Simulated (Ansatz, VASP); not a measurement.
**Two plane-wave programs on Be**

File INCAR:

```
PREC = Accurate
ENCUT = 520
EDIFF = 1E-8
ISMEAR = -1
SIGMA = 0.03
LREAL = False
LASPH = True
NELM = 80
ALGO = Normal
ISIF = 2
LWAVE = False
LCHARG = False
GGA = PS
LEFG = True
NBANDS = 7
```

The input KPOINTS:

```
Automatic mesh
0
Gamma
  23 23 23
```

The input POSCAR:

```
Be
1.0
   -1.2907145798      1.2531209513      1.2531209513
    1.2531209513     -1.2907145798      1.2531209513
    1.2531209513      1.2531209513     -1.2907145798
Be
1
Direct
    0.0000000000      0.0000000000      0.0000000000
```

Input for Ansatz:

```yaml
crystal:
  lattice:
    - [-1.2907145798, 1.2531209513, 1.2531209513]
    - [1.2531209513, -1.2907145798, 1.2531209513]
    - [1.2531209513, 1.2531209513, -1.2907145798]
  atoms:
    - { symbol: Be, position: [0.0, 0.0, 0.0] }
kpoints:
  mp_grid: { grid: [23, 23, 23] }
scf:
  occupations: { method: fermi_dirac, width: 0.03 }
hamiltonian:
  xc: pbesol
  pseudopotentials: { kind: paw }
output:
  forces: true
  stress: true
  eigenvalues: true
  efg: { contact_densities: true }
```

Change from the starting cell: equal xy, yz and zx shear strains of -3 %, PAW files.

Alike in both runs: task electric field gradients; functional PBEsol; k mesh 23 × 23 × 23; occupations fermi-dirac, width 0.03 eV; no spin polarisation.

```csv
,VASP,Ansatz
version,VASP 6.6.1,Ansatz 0.2.0
potentials or method,"VASP PAW PBE potentials, release 64 (Be)","PAW with Ansatz's default frozen-core files, scalar-relativistic"
plane-wave cutoff (eV),520,420
valence electrons in the cell,2,2
```

|  | VASP | Ansatz | Ansatz less VASP |
| --- | --- | --- | --- |
| pressure (GPa) | -1.1 | -1.4 | -0.35 |
| traceless stress, the component that is largest in VASP (GPa) | 6.57 | 6.54 | -0.034 |
| size of Vzz on the site where it differs most (V/Å²) | 0.9 | 0.8 | -0.06 |

VASP's potentials were made for PBE, not for PBEsol.
